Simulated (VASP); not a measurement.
# Ag (Fm-3m) in VASP: elastic constants with LDA

Aim: the elastic constants of Ag with LDA.

All numbers are computed with VASP 6.6.1; they aren't measurements. Logs are shortened: lines on timing, memory, paths and dates and some standing lists are left out, and cuts for length are marked.

## (1) The cell of the first run

The structure is cubic, space group Fm-3m (No. 225). The conventional cell has a = 4.002 Å, b = 4.002 Å, c = 4.002 Å, α = 90.00°, β = 90.00°, γ = 90.00°. Within 3.7 Å of Ag (site symmetry m-3m) lie 12 Ag at 2.83 Å.

## (2) Elastic constants, LDA

The input, INCAR:

```
ALGO     = Normal         # electronic algorithm
EDIFF    = 1E-8           # SCF threshold, eV
ENCUT    = 600            # plane-wave cutoff, eV
GGA      = CA             # functional
IBRION   = 6              # ionic algorithm
ISIF     = 3              # what is computed and relaxed
ISMEAR   = -1             # smearing method
LASPH    = True           # aspherical terms in the spheres
LCHARG   = False          # write CHGCAR
LREAL    = False          # projectors in reciprocal space
LWAVE    = False          # write WAVECAR
NELM     = 100            # most SCF steps
NFREE    = 2            
NSW      = 1              # ionic steps
POTIM    = 0.015          # step
PREC     = Accurate       # precision mode
SIGMA    = 0.15           # smearing width, eV
```

The input, KPOINTS:

```
k-points
0
Gamma
  18 18 18
```

The input, POSCAR:

```
Ag
1.0
    0.0000000000      2.0011610293      2.0011610293
    2.0011610293      0.0000000000      2.0011610293
    2.0011610293      2.0011610293      0.0000000000
Ag
1
Direct
    0.0000000000      0.0000000000      0.0000000000
```

Potentials or basis: VASP PAW LDA potentials, release 64 (Ag).

The run is started by

```
$ cat potpaw_LDA.64/Ag/POTCAR > POTCAR
$ mpirun -np 1 vasp_std > vasp.out
```

OUTCAR:

```text
EDIFF = 1E-8
   ENCUT = 600
   GGA = CA
   IBRION = 6
   ISIF = 3
   ISMEAR = -1
   LASPH = True
   LREAL = False
   NELM = 100
   NFREE = 2
   NSW = 1
   POTIM = 0.015
   PREC = Accurate

 ion  position               nearest neighbor table
   1  0.000  0.000  0.000-

  LATTYP: Found a face centered cubic cell.
 ALAT       =     4.0023220586

  Lattice vectors:

 A1 = (   0.0000000000,   2.0011610293,   2.0011610293)
 A2 = (   2.0011610293,   0.0000000000,   2.0011610293)
 A3 = (   2.0011610293,   2.0011610293,   0.0000000000)

Analysis of symmetry for initial positions (statically):
=====================================================================
 Subroutine PRICEL returns:
 Original cell was already a primitive cell.

 Routine SETGRP: Setting up the symmetry group for a
 face centered cubic supercell.

 Subroutine GETGRP returns: Found 48 space group operations
 (whereof 48 operations were pure point group operations)
 out of a pool of 48 trial point group operations.

The static configuration has the point symmetry O_h .

Analysis of symmetry for dynamics (positions and initial velocities):
=====================================================================
 Subroutine PRICEL returns:
 Original cell was already a primitive cell.

 Routine SETGRP: Setting up the symmetry group for a
 face centered cubic supercell.

 Subroutine GETGRP returns: Found 48 space group operations
 (whereof 48 operations were pure point group operations)
 out of a pool of 48 trial point group operations.

The dynamic configuration has the point symmetry O_h .

 Subroutine INISYM returns: Found 48 space group operations
 (whereof 48 operations are pure point group operations),
 and found     1 'primitive' translations

[... 334 lines left out ...]
 k-point     1 :       0.0000    0.0000    0.0000
  band No.  band energies     occupation
      1       0.7528      2.00000
      2       4.0382      2.00000
      3       4.0382      2.00000
      4       4.0382      2.00000
      5       5.2140      2.00000
      6       5.2140      2.00000
      7      25.1832      0.00000
      8      29.0584      0.00000
      9      29.0584      0.00000
[... 265 lines left out ...]
 k-point    24 :      -0.2222    0.0556    0.0000
  band No.  band energies     occupation
      1       2.2543      2.00000
      2       4.0118      2.00000
      3       4.3133      2.00000
      4       4.3202      2.00000
      5       5.1531      2.00000
      6       5.5581      2.00000
      7      21.0702      0.00000
      8      25.6168      0.00000
      9      28.2557      0.00000

 [... further k-points ...]

------------------------ aborting loop because EDIFF is reached ----------------------------------------

  FORCE on cell =-STRESS in cart. coord.  units (eV):
  Direction    XX          YY          ZZ          XY          YZ          ZX
  --------------------------------------------------------------------------------------
  -------------------------------------------------------------------------------------
  Total        0.0068717      0.0068717      0.0068717     -0.0000000      0.0000000      0.0000000
  in kB        0.6869100      0.6869100      0.6869100     -0.0000000      0.0000000      0.0000000
  external PRESSURE =       0.6869100 kB  Pullay stress =       0.0000000 kB
[... 16 lines left out ...]
  FREE ENERGIE OF THE ION-ELECTRON SYSTEM (eV)
  ---------------------------------------------------
  free  energy   TOTEN  =        -3.7922450500 eV

  energy  without entropy=       -3.7745525888  energy(sigma->0) =       -3.78339882

 INTERNAL STRAIN TENSORS FROM STRAINED CELLS
 ============================================

 INTERNAL STRAIN TENSOR FOR ION    1 for displacements in x,y,z  (eV/Angst):
          X           Y           Z          XY          YZ          ZX
  --------------------------------------------------------------------------------
  x    -0.00000     0.00000    -0.00000     0.00000     0.00000     0.00000
  y     0.00000    -0.00000     0.00000     0.00000     0.00000     0.00000
  z     0.00000     0.00000     0.00000     0.00000     0.00000     0.00000

 INTERNAL STRAIN TENSORS FROM DISPLACED ATOMS
 ============================================

 INTERNAL STRAIN TENSOR FOR ION    1 for displacements in x,y,z  (eV/Angst):
          X           Y           Z          XY          YZ          ZX
  --------------------------------------------------------------------------------
  x     0.00000     0.00000     0.00000     0.00000     0.00000     0.00000
  y     0.00000     0.00000     0.00000     0.00000     0.00000     0.00000
  z     0.00000     0.00000     0.00000     0.00000     0.00000     0.00000

 Eigenvectors and eigenvalues of the dynamical matrix
 ----------------------------------------------------

   1 f  =    0.000000 THz     0.000000 2PiTHz    0.000000 cm-1     0.000000 meV
             X         Y         Z           dx          dy          dz
      0.000000  0.000000  0.000000     1.000000    0.000000    0.000000

   2 f  =    0.000000 THz     0.000000 2PiTHz    0.000000 cm-1     0.000000 meV
             X         Y         Z           dx          dy          dz
      0.000000  0.000000  0.000000     0.000000    1.000000    0.000000

   3 f  =    0.000000 THz     0.000000 2PiTHz    0.000000 cm-1     0.000000 meV
             X         Y         Z           dx          dy          dz
      0.000000  0.000000  0.000000     0.000000    0.000000    1.000000

--------------------------------------------------------------------------------------------------------

 ELASTIC MODULI CONTR FROM IONIC RELAXATION (kBar)
 Direction    XX          YY          ZZ          XY          YZ          ZX
 --------------------------------------------------------------------------------
 XX           0.0000      0.0000      0.0000      0.0000      0.0000      0.0000
 YY           0.0000      0.0000      0.0000      0.0000      0.0000      0.0000
 ZZ           0.0000      0.0000      0.0000      0.0000      0.0000      0.0000
 XY           0.0000      0.0000      0.0000      0.0000      0.0000      0.0000
 YZ           0.0000      0.0000      0.0000      0.0000      0.0000      0.0000
 ZX           0.0000      0.0000      0.0000      0.0000      0.0000      0.0000
 --------------------------------------------------------------------------------

 TOTAL ELASTIC MODULI (kBar)
 Direction    XX          YY          ZZ          XY          YZ          ZX
 --------------------------------------------------------------------------------
 XX        1682.2582   1242.7712   1242.7712     -0.0000      0.0000      0.0000
 YY        1242.7712   1682.2582   1242.7712     -0.0000     -0.0000      0.0000
 ZZ        1242.7712   1242.7712   1682.2582      0.0000     -0.0000     -0.0000
 XY          -0.0000     -0.0000      0.0000    629.1388      0.0000      0.0000
 YZ           0.0000     -0.0000     -0.0000      0.0000    629.1388      0.0000
 ZX           0.0000      0.0000     -0.0000      0.0000      0.0000    629.1388
 --------------------------------------------------------------------------------
```

Wall time 6.7 min (1 thread of Intel Xeon 6975P-C (Granite Rapids), shared host); peak memory 0.59 GiB.

What came out:

```
Elastic constants C11, C12, C44 : 168, 124, 63 GPa
Voigt bulk modulus              : 139 GPa
```

Elastic tensor in Voigt notation (GPa, in the Cartesian axes of the cell as first typed):
```
168 124 124   0   0   0
124 168 124   0   0   0
124 124 168   0   0   0
  0   0   0  63   0   0
  0   0   0   0  63   0
  0   0   0   0   0  63
```

Clamped-ion elastic tensor (GPa):
```
168 124 124   0   0   0
124 168 124   0   0   0
124 124 168   0   0   0
  0   0   0  63   0   0
  0   0   0   0  63   0
  0   0   0   0   0  63
```
